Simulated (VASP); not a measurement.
# TiAl32 (a cell with a defect) in VASP: single point with r2SCAN

Aim: the single point of TiAl32 (a cell with a defect) with r2SCAN.

All numbers are computed with VASP 6.6.1; they aren't measurements. Logs are shortened: lines on timing, memory, paths and dates and some standing lists are left out, and cuts for length are marked.

## Step 1: The cell of the first run

The cell holds a defect, 33 atoms: a = 8.100 Å, b = 8.100 Å, c = 8.100 Å, α = 90.00°, β = 90.00°, γ = 90.00°.

## Step 2: Single point, r2SCAN

Contents of POSCAR:

```
TiAl32
1.0
    8.1000000000      0.0000000000      0.0000000000
    0.0000000000      8.1000000000      0.0000000000
    0.0000000000      0.0000000000      8.1000000000
Al Ti
32 1
Direct
    0.5225855556     -0.0002807407     -0.0229196296
    0.7522177778      0.2558895062      0.0024911111
    0.7617514815     -0.0001867901      0.2606388889
    0.0102392593     -0.0001959259      0.0117955556
    0.2547590123      0.2600946914     -0.0138220988
    0.5045175309      0.5003404938     -0.0042437037
    0.7521340741      0.7441312346      0.0023983951
    0.3234797531      0.0018560494      0.1765070370
    0.5138534568      0.2600340741      0.2452793827
    0.7501854321      0.4997720988      0.2530738272
    0.4885888889     -0.0001901235      0.4898781481
    0.7363359259      0.2606355556      0.5044711111
    0.7249161728     -0.0002730864      0.7752923457
    0.0031801235      0.4997723457     -0.0001365432
    0.2547464198      0.7409074074     -0.0129819753
   -0.0009385185      0.2759586420      0.2481662963
    0.2637019753      0.4995571605      0.2363807407
    0.5130048148      0.7409741975      0.2453035802
   -0.0765602469      0.0019193827      0.5759825926
    0.2522318519      0.2762646914      0.5013190123
    0.5003924691      0.4997660494      0.4969039506
    0.7372495062      0.7404471605      0.5044388889
    0.2392569136     -0.0001801235      0.7384500000
    0.4977904938      0.2561412346      0.7480408642
    0.7458703704      0.5003632099      0.7544427160
   -0.0021630864      0.7216013580      0.2468840741
   -0.0129927160      0.4995750617      0.5131396296
    0.2535035802      0.7212814815      0.5025403704
   -0.0044465432      0.2603954321      0.7636029630
    0.2469929630      0.4997632099      0.7501537037
    0.4978802469      0.7438672840      0.7481193827
   -0.0044059259      0.7406846914      0.7626844444
    0.1240588889     -0.0031427160      0.3771519753
```

Contents of INCAR.step1:

```
SYSTEM = TiAl32
PREC = Accurate
ENCUT = 440
ISMEAR = 0
SIGMA = 0.1
LREAL = Auto
LASPH = .TRUE.
NELM = 120
NBANDS = 76
GGA = PE
ALGO = Normal
EDIFF = 1E-5
LWAVE = .TRUE.
LCHARG = .FALSE.
GGA_COMPAT = .FALSE.
```

Contents of INCAR.step2:

```
SYSTEM = TiAl32
PREC = Accurate
ENCUT = 440
EDIFF = 1E-6
ISMEAR = 0
SIGMA = 0.1
LREAL = Auto
LASPH = .TRUE.
NELM = 120
ALGO = Normal
ISIF = 2
LWAVE = .FALSE.
LCHARG = .FALSE.
METAGGA = R2SCAN
LMIXTAU = .TRUE.
NBANDS = 76
ISTART = 1
GGA_COMPAT = .FALSE.
```

Contents of KPOINTS:

```
regular mesh
0
G
  2 2 2
  0 0 0
```

Potentials or basis: VASP PAW PBE potentials, release 64 (Al, Ti_sv).

On the command line:

```sh
$ cat potpaw_PBE.64/Al/POTCAR potpaw_PBE.64/Ti_sv/POTCAR > POTCAR
$ cp INCAR.step1 INCAR
$ mpirun -np 1 vasp_std > vasp.out
$ cp INCAR.step2 INCAR
$ mpirun -np 1 vasp_std > vasp.out
```

OUTCAR:

```text
SYSTEM = TiAl32
   PREC = Accurate
   ENCUT = 440
   EDIFF = 1E-6
   ISMEAR = 0
   LREAL = Auto
   LASPH = .TRUE.
   NELM = 120
   ISIF = 2
   METAGGA = R2SCAN
   ISTART = 1

 ion  position               nearest neighbor table
   1  0.523  1.000  0.977-   8 2.28  13 2.31  31 2.79   7 2.79  24 2.79   2 2.79  23 3.00   3 3.00
                            15 3.02  18 3.02   5 3.03   9 3.03
   2  0.752  0.256  0.002-   9 2.76  29 2.76  13 2.78   1 2.79   6 2.82  25 2.82  16 2.83  10 2.83
                            14 2.83  24 2.91   4 2.95   3 2.95
   3  0.762  1.000  0.261-   4 2.85  19 2.87  11 2.89  22 2.89  12 2.90  18 2.91   9 2.91   7 2.94
                             2 2.95  16 2.95  26 2.96   1 3.00  33 3.08
   4  0.010  1.000  0.012-   3 2.85   8 2.87  23 2.89  15 2.89   5 2.90  32 2.91  29 2.92   7 2.94
                             2 2.95  16 2.95  26 2.95  13 3.00  33 3.10
   5  0.255  0.260  0.986-   8 2.66  30 2.73  24 2.76  29 2.77  17 2.81   6 2.81  14 2.82   4 2.90
                            23 2.91   9 2.97  16 2.97   1 3.03
   6  0.505  0.500  0.996-  17 2.76  25 2.76   9 2.81   5 2.81  18 2.81  15 2.81  31 2.81   7 2.82
                            24 2.82   2 2.82  10 2.88  30 2.88
   7  0.752  0.744  0.002-  18 2.76  32 2.77  13 2.78   1 2.79  26 2.81   6 2.82  25 2.82  10 2.84
                            14 2.84  31 2.91   4 2.94   3 2.94
   8  0.323  0.002  0.177-   1 2.28  33 2.29   9 2.66   5 2.66  18 2.67  15 2.67   4 2.87  11 2.87
[... 34 lines left out ...]
                            24 2.82   2 2.82  14 2.88  21 2.88
  26  0.998  0.722  0.247-  33 2.67  14 2.69  10 2.69  17 2.81  27 2.81   7 2.81  28 2.93   4 2.95
                             3 2.96  15 2.96  22 2.97
  27  0.987  0.500  0.513-  25 2.76  12 2.81  29 2.81  28 2.81  26 2.81  20 2.81  16 2.81  22 2.81
                            32 2.81  10 2.85  30 2.85  17 3.17
  28  0.254  0.721  0.503-  33 2.67  21 2.69  30 2.69  17 2.81  27 2.81  31 2.81  26 2.93  11 2.95
                            23 2.96  18 2.96  32 2.97
  29  0.996  0.260  0.764-  19 2.65  14 2.73   2 2.76   5 2.77  25 2.81  27 2.81  30 2.81  23 2.90
                             4 2.92  12 2.97  20 2.98  13 3.05
  30  0.247  0.500  0.750-  28 2.69  20 2.71   5 2.73  15 2.74  29 2.81  32 2.82  14 2.83  24 2.83
                            31 2.84  27 2.85   6 2.88  21 2.90
  31  0.498  0.744  0.748-  15 2.76  22 2.77  13 2.78   1 2.79  28 2.81   6 2.81  25 2.82  30 2.84
                            21 2.84   7 2.91  11 2.95  23 2.95
  32  0.996  0.741  0.763-  19 2.67  14 2.74   7 2.77  15 2.78  25 2.81  27 2.81  30 2.82  23 2.89
                             4 2.91  22 2.96  28 2.97  13 3.04
  33  0.124  0.997  0.377-  19 2.29   8 2.29  28 2.67  26 2.67  20 2.69  16 2.69  23 3.07   3 3.08
                            11 3.09   4 3.10

  LATTYP: Found a simple cubic cell.
 ALAT       =     8.1000000000

  Lattice vectors:

 A1 = (   8.1000000000,   0.0000000000,   0.0000000000)
 A2 = (   0.0000000000,   8.1000000000,   0.0000000000)
 A3 = (   0.0000000000,   0.0000000000,   8.1000000000)

Analysis of symmetry for initial positions (statically):
=====================================================================
 Subroutine PRICEL returns:
 Original cell was already a primitive cell.

 Routine SETGRP: Setting up the symmetry group for a
 simple cubic supercell.

 Subroutine GETGRP returns: Found  1 space group operations
 (whereof  1 operations were pure point group operations)
 out of a pool of 48 trial point group operations.

The static configuration has the point symmetry C_1 .

Analysis of symmetry for dynamics (positions and initial velocities):
=====================================================================
 Subroutine PRICEL returns:
 Original cell was already a primitive cell.

 Routine SETGRP: Setting up the symmetry group for a
 simple cubic supercell.

 Subroutine GETGRP returns: Found  1 space group operations
 (whereof  1 operations were pure point group operations)
 out of a pool of 48 trial point group operations.

The dynamic configuration has the point symmetry C_1 .

 Subroutine INISYM returns: Found  1 space group operations
 (whereof  1 operations are pure point group operations),
 and found     1 'primitive' translations

----------------------------------------------------------------------------------------

                                     Primitive cell

  volume of cell :     531.4410

  direct lattice vectors                    reciprocal lattice vectors
     8.100000000  0.000000000  0.000000000     0.123456790  0.000000000  0.000000000
     0.000000000  8.100000000  0.000000000     0.000000000  0.123456790  0.000000000
     0.000000000  0.000000000  8.100000000     0.000000000  0.000000000  0.123456790

  length of vectors
     8.100000000  8.100000000  8.100000000     0.123456790  0.123456790  0.123456790

  position of ions in fractional coordinates (direct lattice)
     0.522585556  0.999719259  0.977080370
     0.752217778  0.255889506  0.002491111
     0.761751481  0.999813210  0.260638889
     0.010239259  0.999804074  0.011795556
     0.254759012  0.260094691  0.986177901
     0.504517531  0.500340494  0.995756296
[... 25 lines left out ...]
     0.995594074  0.740684691  0.762684444
     0.124058889  0.996857284  0.377151975

  ion indices of the primitive-cell ions
   primitive index   ion index
                 1           1
                 2           2
                 3           3
                 4           4
                 5           5
                 6           6
[... 25 lines left out ...]
                32          32
                33          33

----------------------------------------------------------------------------------------

 KPOINTS: regular mesh

Automatic generation of k-mesh.
 Grid dimensions read from file:
 generate k-points for:    2    2    2

 Generating k-lattice:

  Cartesian coordinates                     Fractional coordinates (reciprocal lattice)
     0.061728395  0.000000000  0.000000000     0.500000000  0.000000000  0.000000000
     0.000000000  0.061728395  0.000000000     0.000000000  0.500000000  0.000000000
     0.000000000  0.000000000  0.061728395     0.000000000  0.000000000  0.500000000

  Length of vectors
     0.061728395  0.061728395  0.061728395

  Shift w.r.t. Gamma in fractional coordinates (k-lattice)
     0.000000000  0.000000000  0.000000000

 Subroutine IBZKPT returns following result:
 ===========================================

 Found      8 irreducible k-points:

 Following reciprocal coordinates:
            Coordinates               Weight
  0.000000  0.000000  0.000000      1.000000
  0.500000  0.000000  0.000000      1.000000
  0.000000  0.500000  0.000000      1.000000
  0.000000  0.000000  0.500000      1.000000
  0.500000  0.500000  0.000000      1.000000
  0.000000  0.500000  0.500000      1.000000
  0.500000  0.000000  0.500000      1.000000
  0.500000  0.500000  0.500000      1.000000
   k-points           NKPTS =      8   k-points in BZ     NKDIM =      8   number of bands    NBANDS=     76
   number of dos      NEDOS =    301   number of ions     NIONS =     33
   total plane-waves  NPLWV = 175616
   dimension x,y,z NGX =    56 NGY =   56 NGZ =   56
   dimension x,y,z NGXF=   112 NGYF=  112 NGZF=  112
   ions per type =              32   1
   NGX,Y,Z   is equivalent  to a cutoff of  11.49, 11.49, 11.49 a.u.
   NGXF,Y,Z  is equivalent  to a cutoff of  22.99, 22.99, 22.99 a.u.
 SYSTEM =  TiAl32
   PREC   = accura    normal or accurate (medium, high low for compatibility)
   ISTART =      1    job   : 0-new  1-cont  2-samecut
   ICHARG =      0    charge: 1-file 2-atom 10-const
   ISPIN  =      1    spin polarized calculation?
   LNONCOLLINEAR =      F non collinear calculations
   LSORBIT =      F    spin-orbit coupling
   LASPH  =      T    aspherical Exc in radial PAW
   ENCUT  =  440.0 eV  32.34 Ry    5.69 a.u.  13.85 13.85 13.85*2*pi/ulx,y,z
   NELM   =    120;   NELMIN=  2; NELMDL=  0     # of ELM steps
   EDIFF  = 0.1E-05   stopping-criterion for ELM
   LREAL  =      T    real-space projection
   EDIFFG = 0.1E-04   stopping-criterion for IOM
   NSW    =      0    number of steps for IOM
   IBRION =     -1    ionic relax: 0-MD 1-quasi-New 2-CG
   NFREE  =      0    steps in history (QN), initial steepest desc. (CG)
   ISIF   =      2    stress and relaxation
   ISYM   =      2    0-nonsym 1-usesym 2-fastsym
   POTIM  = 0.5000    time-step for ionic-motion
   TEBEG  =    0.0;   TEEND  =   0.0 temperature during run
   PSTRESS=    0.0 pullay stress
   NELECT =     108.0000    total number of electrons
   NUPDOWN=      -1.0000    fix difference up-down
   EMIN   =  10.00;   EMAX   =-10.00  energy-range for DOS
   EFERMI =   0.00;   METHOD = LEGACY
   ISMEAR =     0;   SIGMA  =   0.10  broadening in eV -4-tet -1-fermi 0-gaus
   EFERMI_NEDOS =   21; number of points for ismear=-14 and -15
   IALGO  =     38    algorithm
   IMIX   =      4    mixing-type and parameters
     AMIX     =   0.40;   BMIX     =  1.00
     AMIX_MAG =   1.60;   BMIX_MAG =  1.00
  volume/ion in A,a.u.               =      16.10       108.68
  Fermi-wavevector in a.u.,A,eV,Ry     =   0.962493  1.818849 12.604348  0.926393
  Thomas-Fermi vector in A             =   2.091957
   LORBIT       =      0    0 simple, 1 ext, 2 COOP (PROOUT), +10 PAW based schemes
   METAGGA = R2SCAN    functional components
   LHFCALC =     F    Hartree Fock is set to
   AEXX    =    0.0000 exact exchange contribution
   IVDW    =     0    specifies the selected vdW correction
   LEPSILON=     F    determine dielectric tensor
   LRPA    =     F    only Hartree local field effects (RPA)
 non-spin polarized calculation
 Gauss-broadening in eV      SIGMA  =   0.10
  energy-cutoff  :      440.00
  volume of cell :      531.44
 maximum number of plane-waves:     11152
 NGX is ok and might be reduce to    56
   NGX = 27   NGY = 27   NGZ = 27

 number of electron     108.0000000 magnetization

 Free energy of the ion-electron system (eV)
  ---------------------------------------------------
  ext. energy  EPLUGINS =         0.00000000
  ---------------------------------------------------
  free energy    TOTEN  =      -224.95162023 eV

  energy without entropy =     -224.88677505  energy(sigma->0) =     -224.91919764

 E-fermi :   8.0316     XC(G=0): -11.0367

 val. band max:        8.0296999190   @ k =   0.0000   0.5000   0.0000
 cond. band min:       8.0495049758   @ k =   0.5000   0.0000   0.0000
 fundamental gap:      0.0198050568
 Fermi energy:         8.0315675617

 k-point     1 :       0.0000    0.0000    0.0000
  band No.  band energies     occupation
      1     -50.8380      2.00000
      2     -26.1679      2.00000
      3     -26.1653      2.00000
      4     -26.1582      2.00000
      5      -3.6582      2.00000
      6      -1.4827      2.00000
[... 541 lines left out ...]
     65       9.9843      0.00000
     66      11.3834      0.00000
 [bands above 66 left out]

------------------------ aborting loop because EDIFF is reached ----------------------------------------

  FORCE on cell =-STRESS in cart. coord.  units (eV):
  Direction    XX          YY          ZZ          XY          YZ          ZX
  --------------------------------------------------------------------------------------
  -------------------------------------------------------------------------------------
  Total        9.0927561      3.3148896      9.0990155     -0.0222027      0.0150789    -19.1400753
  in kB       27.4126529      9.9936605     27.4315236     -0.0669361      0.0454595    -57.7031031
  external PRESSURE =      21.6126124 kB  Pullay stress =       0.0000000 kB

 VOLUME and BASIS-vectors are now :
 -----------------------------------------------------------------------------
  energy-cutoff  :      440.00
  volume of cell :      531.44
      direct lattice vectors                 reciprocal lattice vectors
     8.100000000  0.000000000  0.000000000     0.123456790  0.000000000  0.000000000
     0.000000000  8.100000000  0.000000000     0.000000000  0.123456790  0.000000000
     0.000000000  0.000000000  8.100000000     0.000000000  0.000000000  0.123456790

 POSITION                                       TOTAL-FORCE (eV/Angst)
 -----------------------------------------------------------------------------------
      4.23294      8.09773      7.91435         0.024430     -0.005803     -0.024501
      6.09296      2.07271      0.02018        -0.000778      0.002060     -0.000165
      6.17019      8.09849      2.11118        -0.007679      0.000468     -0.024851
      0.08294      8.09841      0.09554        -0.022579     -0.000262     -0.003798
      2.06355      2.10677      7.98804         0.009157      0.003234     -0.011467
      4.08659      4.05276      8.06563         0.000210     -0.000199     -0.002256
[... 25 lines left out ...]
      8.06431      5.99955      6.17774        -0.008519     -0.002261      0.005872
      1.00488      8.07454      3.05493         0.003741     -0.041480     -0.003905
 -----------------------------------------------------------------------------------
    total drift:                                0.005077     -0.004622     -0.007600

  FREE ENERGIE OF THE ION-ELECTRON SYSTEM (eV)
  ---------------------------------------------------
  free  energy   TOTEN  =      -224.9516202323 eV

  energy  without entropy=     -224.8867750483  energy(sigma->0) =     -224.91919764
```

Wall time 8.7 min (1 thread of Intel Xeon 6975P-C (Granite Rapids), shared host); peak memory 0.54 GiB.

What came out:

```yaml
Free_energy: -224.9516 eV
Pressure: 2.2 GPa
Largest_force: 0.042 eV/Å
Band_gap_on_the_k_mesh: zero (bands 54 and 55 overlap by 0.80 eV)
```

Forces in eV/Å, atoms in the order of the input:
```
Al   0.024 -0.006 -0.025
Al  -0.001  0.002  0.000
Al  -0.008  0.000 -0.025
Al  -0.023  0.000 -0.004
Al   0.009  0.003 -0.011
Al   0.000  0.000 -0.002
Al  -0.001 -0.001  0.000
Al  -0.013  0.031  0.011
Al   0.012  0.004 -0.009
Al   0.010  0.000 -0.008
Al   0.003  0.000  0.023
Al  -0.008  0.005  0.006
Al  -0.022 -0.007  0.031
Al  -0.009  0.000  0.010
Al   0.011 -0.003 -0.006
Al  -0.003  0.008 -0.004
Al   0.003 -0.001 -0.004
Al   0.007 -0.004 -0.009
Al  -0.004  0.030 -0.006
Al   0.003  0.009  0.001
Al  -0.009  0.000  0.008
Al  -0.005 -0.002  0.009
Al   0.027 -0.001  0.009
Al   0.001  0.001  0.000
Al  -0.004  0.000  0.002
Al  -0.008 -0.014 -0.013
Al  -0.005 -0.001  0.005
Al   0.013 -0.017  0.008
Al  -0.007  0.006  0.009
Al   0.008  0.000 -0.009
Al   0.001  0.000  0.001
Al  -0.009 -0.002  0.006
Ti   0.004 -0.041 -0.004
```

Caveat: the k points lie up to 0.39 Å⁻¹ apart, too coarse for converged energies and pressures of a metal; the PAW data sets were made with another functional, which shifts forces and pressure a little.
